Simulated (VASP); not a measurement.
Write the native input for VASP 6.6.1 that does the following.

- Task: single point
- Functional: PBE
- Potentials or basis: VASP PAW PBE potentials, release 64 (K_sv, Mg, F)
- Cutoff: 520 eV
- k mesh: 6 × 6 × 6
- Occupations: gaussian, width 0.02 eV
- Spin: no spin polarisation
- Dipole correction: no
- Further INCAR settings: ALGO = Normal; EDIFF = 1e-07; NBANDS = 24

The structure of KMgF3 lies in POSCAR:

```
KMgF3
1.0
    4.0536420869      0.0000000000      0.0000000000
    0.0000000000      4.0536420869      0.0000000000
    0.0000000000      0.0000000000      4.0536420869
K Mg F
1 1 3
Direct
    0.5000000000      0.5000000000      0.5000000000
    0.0000000000      0.0000000000      0.0000000000
    0.0000000000      0.5000000000      0.0000000000
    0.5000000000      0.0000000000      0.0000000000
    0.0000000000      0.0000000000      0.5000000000
```

These files were run (other wordings do the same):

INCAR

```
ALGO = Normal ; EDIFF = 1E-7
ENCUT = 520 ; GGA = PE
ISIF = 2 ; ISMEAR = 0
LASPH = True ; LCHARG = False
LREAL = False ; LWAVE = False
NBANDS = 24 ; NELM = 100
PREC = Accurate ; SIGMA = 0.02
```

KPOINTS

```
k-points
0
Gamma
  6 6 6
```

Potentials or basis: VASP PAW PBE potentials, release 64 (K_sv, Mg, F).

Run with:

```sh
$ cat potpaw_PBE.64/K_sv/POTCAR potpaw_PBE.64/Mg/POTCAR potpaw_PBE.64/F/POTCAR > POTCAR
$ mpirun -np 1 vasp_std > vasp.out
```

Results of the run:

```
Pressure               : -0.4 GPa
Band gap on the k mesh : 6.93 eV (least direct gap 7.25 eV)
```

Run time: 58 s on 1 thread of Intel Xeon 8259CL (shared host), peak memory 0.18 GiB.
